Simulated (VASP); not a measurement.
# Ir (Pm-3n) in VASP: further runs, part 2 of 2

VASP 6.6.1.

### 3 Single point, PBE

The input, INCAR:

```
ALGO = Normal
EDIFF = 1E-6
ENCUT = 520
GGA = PE
ISIF = 2
ISMEAR = -1
LASPH = True
LCHARG = False
LREAL = False
LWAVE = False
NBANDS = 46
NELM = 80
PREC = Accurate
SIGMA = 0.1
```

The input, KPOINTS:

```
k-points
0
Gamma
  7 7 7
```

The input, POSCAR:

```
Ir
1.0
    4.9455289711      0.0000000000      0.0000000000
    0.0000000000      4.9455289711      0.0000000000
    0.0000000000      0.0000000000      4.9455289711
Ir
8
Direct
    1.0000000000      0.0000000000      1.0000000000
    0.5000000000      0.5000000000      0.5000000000
    0.2500000000      0.0000000000      0.5000000000
    0.7500000000      1.0000000000      0.5000000000
    0.5000000000      0.2500000000      1.0000000000
    0.5000000000      0.7500000000      0.0000000000
    0.0000000000      0.5000000000      0.2500000000
    0.0000000000      0.5000000000      0.7500000000
```

Potentials or basis: VASP PAW PBE potentials, release 64 (Ir).

The run is started by

```console
$ cat potpaw_PBE.64/Ir/POTCAR > POTCAR
$ mpirun -np 1 vasp_std > vasp.out
```

OUTCAR:

```text
EDIFF = 1E-6
   ENCUT = 520
   GGA = PE
   ISIF = 2
   ISMEAR = -1
   LASPH = True
   LREAL = False
   NELM = 80
   PREC = Accurate

 ion  position               nearest neighbor table
   1  0.000  0.000  0.000-   3 2.76   4 2.76   5 2.76   6 2.76   7 2.76   8 2.76   3 2.76   4 2.76
                             7 2.76   8 2.76   5 2.76   6 2.76
   2  0.500  0.500  0.500-   3 2.76   4 2.76   5 2.76   6 2.76   7 2.76   8 2.76   5 2.76   6 2.76
                             3 2.76   4 2.76   7 2.76   8 2.76
   3  0.250  0.000  0.500-   4 2.47   4 2.47   1 2.76   1 2.76   2 2.76   2 2.76   8 3.03   5 3.03
                             5 3.03   6 3.03   6 3.03   7 3.03   8 3.03   7 3.03
[... 1198 lines left out ...]
  external PRESSURE =       5.6456402 kB  Pullay stress =       0.0000000 kB

 VOLUME and BASIS-vectors are now :
 -----------------------------------------------------------------------------
  energy-cutoff  :      520.00
  volume of cell :      120.96
      direct lattice vectors                 reciprocal lattice vectors
     4.945528971  0.000000000  0.000000000     0.202202839  0.000000000  0.000000000
     0.000000000  4.945528971  0.000000000     0.000000000  0.202202839  0.000000000
     0.000000000  0.000000000  4.945528971     0.000000000  0.000000000  0.202202839

 POSITION                                       TOTAL-FORCE (eV/Angst)
 -----------------------------------------------------------------------------------
      0.00000      0.00000      0.00000        -0.000000      0.000000     -0.000000
      2.47276      2.47276      2.47276        -0.000000      0.000000     -0.000000
      1.23638      0.00000      2.47276        -0.000000      0.000000     -0.000000
      3.70915      0.00000      2.47276         0.000000     -0.000000      0.000000
      2.47276      1.23638      0.00000        -0.000000      0.000000      0.000000
      2.47276      3.70915      0.00000         0.000000     -0.000000      0.000000
      0.00000      2.47276      1.23638         0.000000      0.000000     -0.000000
      0.00000      2.47276      3.70915        -0.000000     -0.000000      0.000000
 -----------------------------------------------------------------------------------
    total drift:                               -0.000000     -0.000000     -0.000000

  FREE ENERGIE OF THE ION-ELECTRON SYSTEM (eV)
  ---------------------------------------------------
  free  energy   TOTEN  =       -66.8752499887 eV

  energy  without entropy=      -66.4907923674  energy(sigma->0) =      -66.68302118
```

OSZICAR:

```text
N       E                     dE             d eps       ncg     rms          rms(c)
DAV:   1     0.800836816774E+03    0.80084E+03   -0.31661E+04  1840   0.156E+03
DAV:   2    -0.127903490470E+02   -0.81363E+03   -0.78386E+03  1852   0.482E+02
DAV:   3    -0.673701033645E+02   -0.54580E+02   -0.48315E+02  2314   0.124E+02
DAV:   4    -0.706739064306E+02   -0.33038E+01   -0.31768E+01  2280   0.322E+01
DAV:   5    -0.707691542801E+02   -0.95248E-01   -0.95121E-01  2236   0.422E+00    0.396E+01
DAV:   6    -0.676016519502E+02    0.31675E+01   -0.69917E+00  2228   0.201E+01    0.184E+01
DAV:   7    -0.689065566383E+02   -0.13049E+01   -0.91276E+00  2634   0.298E+01    0.140E+01
DAV:   8    -0.668953078499E+02    0.20112E+01   -0.65233E+00  2650   0.209E+01    0.294E+00
DAV:   9    -0.668758190976E+02    0.19489E-01   -0.17234E-01  2194   0.304E+00    0.561E-01
DAV:  10    -0.668752399566E+02    0.57914E-03   -0.89895E-03  2594   0.798E-01    0.101E-01
DAV:  11    -0.668752366122E+02    0.33444E-05   -0.31624E-04  2246   0.101E-01    0.370E-02
DAV:  12    -0.668752495405E+02   -0.12928E-04   -0.19278E-05  2240   0.279E-02    0.660E-03
DAV:  13    -0.668752499887E+02   -0.44824E-06   -0.92235E-07  1166   0.870E-03
   1 F= -.66875250E+02 E0= -.66683021E+02  d E =-.384458E+00
```

Run time: 4 min. Hardware: 1 thread of Intel Xeon 8259CL, shared host; peak memory 0.28 GiB.

What came out:

* Free energy: -66.8752 eV
* Pressure: 0.6 GPa
* Band gap on the k mesh: zero (bands 36 and 37 overlap by 0.64 eV)

Caveat: spin-orbit coupling is left out, which moves the levels of the heavy elements.

### 4 Relaxation of cell and atoms, PBE

This run uses another cell than the first one, of 14.15 Å³/atom.

The input, INCAR:

```
SYSTEM = Ir
ALGO = Normal ; EDIFF = 1E-6
EDIFFG = -0.01 ; ENCUT = 600
GGA = PE ; IBRION = 2
ISIF = 3 ; ISMEAR = -1
LASPH = .TRUE. ; LCHARG = .FALSE.
LREAL = .FALSE. ; LWAVE = .FALSE.
NELM = 100 ; NSW = 80
PREC = Accurate ; SIGMA = 0.1
```

The input, KPOINTS:

```
k-points
0
G
  5 5 5
  0 0 0
```

The input, POSCAR:

```
Ir
1.0
    4.8373408790      0.0000000000      0.0000000000
    0.0000000000      4.8373408790      0.0000000000
    0.0000000000      0.0000000000      4.8373408790
Ir
8
Direct
    0.0000000000      0.0000000000      0.0000000000
    0.5000000000      0.5000000000      0.5000000000
    0.2500000000      0.0000000000      0.5000000000
    0.7500000000      0.0000000000      0.5000000000
    0.5000000000      0.2500000000      0.0000000000
    0.5000000000      0.7500000000      0.0000000000
    0.0000000000      0.5000000000      0.2500000000
    0.0000000000      0.5000000000      0.7500000000
```

Potentials or basis: VASP PAW PBE potentials, release 64 (Ir).

The run is started by

```console
$ cat potpaw_PBE.64/Ir/POTCAR > POTCAR
$ mpirun -np 1 vasp_std > vasp.out
```

OUTCAR:

```text
SYSTEM = Ir
   EDIFF = 1E-6
   EDIFFG = -0.01
   ENCUT = 600
   GGA = PE
   IBRION = 2
   ISIF = 3
   ISMEAR = -1
   LASPH = .TRUE.
   LREAL = .FALSE.
   NELM = 100
   NSW = 80
   PREC = Accurate

 ion  position               nearest neighbor table
   1  0.000  0.000  0.000-   3 2.70   4 2.70   5 2.70   6 2.70   7 2.70   8 2.70   3 2.70   4 2.70
                             7 2.70   8 2.70   5 2.70   6 2.70
   2  0.500  0.500  0.500-   3 2.70   4 2.70   5 2.70   6 2.70   7 2.70   8 2.70   5 2.70   6 2.70
                             3 2.70   4 2.70   7 2.70   8 2.70
   3  0.250  0.000  0.500-   4 2.42   4 2.42   1 2.70   1 2.70   2 2.70   2 2.70   8 2.96   5 2.96
                             5 2.96   6 2.96   6 2.96   7 2.96   8 2.96   7 2.96
   4  0.750  0.000  0.500-   3 2.42   3 2.42   1 2.70   1 2.70   2 2.70   2 2.70   8 2.96   5 2.96
                             5 2.96   6 2.96   6 2.96   7 2.96   8 2.96   7 2.96
   5  0.500  0.250  0.000-   6 2.42   6 2.42   1 2.70   2 2.70   2 2.70   1 2.70   8 2.96   4 2.96
                             3 2.96   4 2.96   3 2.96   7 2.96   7 2.96   8 2.96
[... 784 lines left out ...]

 number of electron      71.9999994 magnetization

------------------------ aborting loop because EDIFF is reached ----------------------------------------
[... 79 lines left out ...]
--------------------------------------- Ionic step       17  -------------------------------------------

 number of electron      71.9999994 magnetization

 Free energy of the ion-electron system (eV)
  ---------------------------------------------------
  ext. energy  EPLUGINS =         0.00000000
  ---------------------------------------------------
  free energy    TOTEN  =       -66.92000947 eV

  energy without entropy =      -66.50744386  energy(sigma->0) =      -66.71372666

 E-fermi :   9.3476     XC(G=0): -13.5565

 val. band max:        9.3304586842   @ k =   0.4000   0.4000   0.0000
 cond. band min:       9.3533111230   @ k =   0.2000   0.2000   0.2000
 fundamental gap:      0.0228524388
 Fermi energy:         9.3475591739

 k-point     1 :       0.0000    0.0000    0.0000
  band No.  band energies     occupation
      1      -1.1497      2.00000
      2       1.6587      2.00000
      3       1.6587      2.00000
      4       2.9363      2.00000
      5       3.2325      2.00000
      6       3.2330      2.00000
[... 484 lines left out ...]
  FREE ENERGIE OF THE ION-ELECTRON SYSTEM (eV)
  ---------------------------------------------------
  free  energy   TOTEN  =       -66.9200094678 eV

  energy  without entropy=      -66.5074438587  energy(sigma->0) =      -66.71372666

 reached required accuracy - stopping structural energy minimisation
```

OSZICAR:

```text
N       E                     dE             d eps       ncg     rms          rms(c)
DAV:   1     0.906285143898E+03    0.90629E+03   -0.35170E+04   860   0.189E+03
DAV:   2     0.191512429369E+01   -0.90437E+03   -0.88384E+03   860   0.541E+02
DAV:   3    -0.644333571951E+02   -0.66348E+02   -0.61699E+02  1178   0.147E+02
DAV:   4    -0.698380450165E+02   -0.54047E+01   -0.51572E+01  1184   0.373E+01
[... 98 lines left out ...]
  16 F= -.66920003E+02 E0= -.66713741E+02  d E =-.838895E-05
       N       E                     dE             d eps       ncg     rms          rms(c)
DAV:   1    -0.669200137748E+02   -0.10132E-04   -0.12159E-04   860   0.997E-02    0.159E-02
DAV:   2    -0.669200103542E+02    0.34206E-05   -0.69267E-06   854   0.196E-02    0.670E-03
DAV:   3    -0.669200094678E+02    0.88643E-06   -0.17134E-06   446   0.101E-02
  17 F= -.66920009E+02 E0= -.66713727E+02  d E =-.144732E-04
```

Wall time 13 min (1 thread of Intel Xeon 8259CL, shared host); peak memory 0.27 GiB.

What came out:

```yaml
Free_energy: -66.9200 eV
Relaxed_volume: 15.14 Å³/atom
Relaxed_cell: a = 4.948 Å, b = 4.948 Å, c = 4.948 Å, α = 90.00°, β = 90.00°, γ = 90.00°
Space_group_after_relaxing_to_0.1_Å: Pm-3n (No. 223)
Pressure_after_relaxing: 0.1 GPa
Band_gap_on_the_k_mesh: zero (bands 36 and 37 overlap by 0.48 eV)
```

Final structure:
```
Ir
1.0
     4.94795    0.00000    0.00000
     0.00000    4.94795    0.00000
     0.00000    0.00000    4.94795
Ir
8
Direct
  0.00000 0.00000 0.00000
  0.50000 0.50000 0.50000
  0.25000 0.00000 0.50000
  0.75000 0.00000 0.50000
  0.50000 0.25000 0.00000
  0.50000 0.75000 0.00000
  0.00000 0.50000 0.25000
  0.00000 0.50000 0.75000
```

Levels at points of the mesh, in eV from the Fermi level:
```
           k point  band 34  band 35  band 36  band 37  band 38  band 39
(0.00, 0.00, 0.00)    -0.36    -0.36     0.33     0.33     0.33     0.88
```

Caveat: spin-orbit coupling is left out, which moves the levels of the heavy elements.

### 5 Overview

| task | cell | k mesh | cutoff (eV) | gap on the mesh (eV) | pressure (GPa) |
| --- | --- | --- | --- | --- | --- |
| single point | a = 4.946 Å, 8 atoms | 5 × 5 × 5 | 520 | none | 0.5 |
| single point | a = 4.946 Å, 8 atoms | 7 × 7 × 7 | 520 | none | 0.6 |
| relaxation of cell and atoms | relaxed from a = 4.837 Å, 8 atoms | 5 × 5 × 5 | 600 | none | 0.1 |

Alike in all rows: level PBE; potentials or basis VASP PAW PBE potentials, release 64 (Ir); no spin polarisation; smearing fermi-dirac 0.1 eV.

Caveats: spin-orbit coupling is left out, which moves the levels of the heavy elements.

Total energies depend on the potentials used, so only differences within one code and one set of settings carry meaning.

The gap in the log of VASP goes by the Fermi energy; the results here count the filled bands.